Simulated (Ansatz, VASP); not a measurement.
Two plane-wave programs on Al

INCAR

```
SYSTEM = Al
PREC = Accurate
ENCUT = 600
EDIFF = 1E-7
ISMEAR = 1
SIGMA = 0.15
LREAL = .FALSE.
LASPH = .TRUE.
NELM = 100
ALGO = Normal
ISIF = 3
LWAVE = .FALSE.
LCHARG = .FALSE.
GGA = B5
ALDAX = 1.0
AGGAX = 1.0
AGGAC = 1.0
ALDAC = 0.0
IVDW = 12
VDW_S6 = 1.0
VDW_S8 = 2.6996
VDW_A1 = 0.4298
VDW_A2 = 4.2359
IBRION = 2
NSW = 80
EDIFFG = -0.005
```

KPOINTS

```
regular mesh
0
G
  12 12 12
  0 0 0
```

File POSCAR:

```
Al
1.0
   -1.5912200000      1.5912200000      1.5912200000
    1.5912200000     -1.5912200000      1.5912200000
    1.5912200000      1.5912200000     -1.5912200000
Al
1
Direct
    0.0000000000      0.0000000000      0.0000000000
```

Input for Ansatz:

```yaml
crystal:
  lattice:
    - [-1.59122, 1.59122, 1.59122]
    - [1.59122, -1.59122, 1.59122]
    - [1.59122, 1.59122, -1.59122]
  atoms:
    - { symbol: Al, position: [0.0, 0.0, 0.0] }
kpoints:
  mp_grid:
    grid: [12, 12, 12]
hamiltonian:
  xc: blyp
  dispersion: d3bj
scf:
  convergence:
    dr2_threshold: 1.0e-09
  occupations:
    method: cold
    width: 0.15
relax:
  f_tol: 0.005
  cell: {}
```

Alike in both runs: task relaxation of cell and atoms; functional BLYP; dispersion D3(BJ); k mesh 12 × 12 × 12; no spin polarisation.

|  | VASP | Ansatz |
| --- | --- | --- |
| version | VASP 6.6.1 | Ansatz 0.2.0 |
| potentials or method | VASP PAW PBE potentials, release 64 (Al) | plane waves, PAW |
| plane-wave cutoff (eV) | 600 | 420 |
| occupations | methfessel-paxton of order 1, width 0.15 eV | cold, width 0.15 eV |
| valence electrons in the cell | 3 | 3 |

|  | VASP | Ansatz | Ansatz less VASP |
| --- | --- | --- | --- |
| relaxed volume (Å³/atom) | 16.01 | 15.96 | -0.049 |
| relaxed cell length with the largest relative difference (Å) | 2.750 | 2.747 | -0.0028 |

VASP's potentials were made for PBE, not for BLYP. Ansatz's warnings: stress scf threshold loose.
